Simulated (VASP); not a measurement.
Runs of VASP 6.6.1 on WSe. The structure is that of space group F-43m (No. 216), or close to it. The cells are those of the table. 

```csv
task,level,spin,U,cell,k mesh,cutoff (eV),smearing,gap on the mesh (eV),pressure (GPa),moment (μB)
single point,PBEsol,"collinear, ferromagnetic start",-,"a = 3.955 Å, angles 60.0°, 2 atoms",6 × 6 × 6,520,gaussian 0.1 eV,none,(a),0.19
single point,PBEsol,"collinear, ferromagnetic start",-,"a = 3.949 Å, angles 60.0°, 2 atoms",14 × 14 × 14,520,gaussian 0.1 eV,none,(b),0.00
single point,r2SCAN,off,-,"a = 3.949 Å, angles 60.0°, 2 atoms",14 × 14 × 14,520,gaussian 0.1 eV,none,2.2,-
relaxation of cell and atoms,PBEsol,"collinear, ferromagnetic start",-,"relaxed from a = 3.788 Å, angles 60.0°, 2 atoms",6 × 6 × 6,600,gaussian 0.1 eV,none,-0.3,0.00
single point,PBEsol+U,off,W d U = 4.0 eV,"a = 3.949 Å, angles 60.0°, 2 atoms",14 × 14 × 14,520,gaussian 0.05 eV,none,3.8,-
```

Alike in all rows: potentials or basis VASP PAW PBE potentials, release 64 (W_sv, Se).

Q: Estimate the missing entries.

A: (a) -0.1; (b) 0.4.

Caveats: the PAW data sets were made with another functional, which shifts forces and pressure a little; spin-orbit coupling is left out, which moves the levels of the heavy elements; U without spin polarisation on a metal has little footing (some runs).

A k mesh can miss the band edges, and the runs leave out spin-orbit coupling on Se, W.

A gap of «none» marks levels without a gap at the run's occupations.
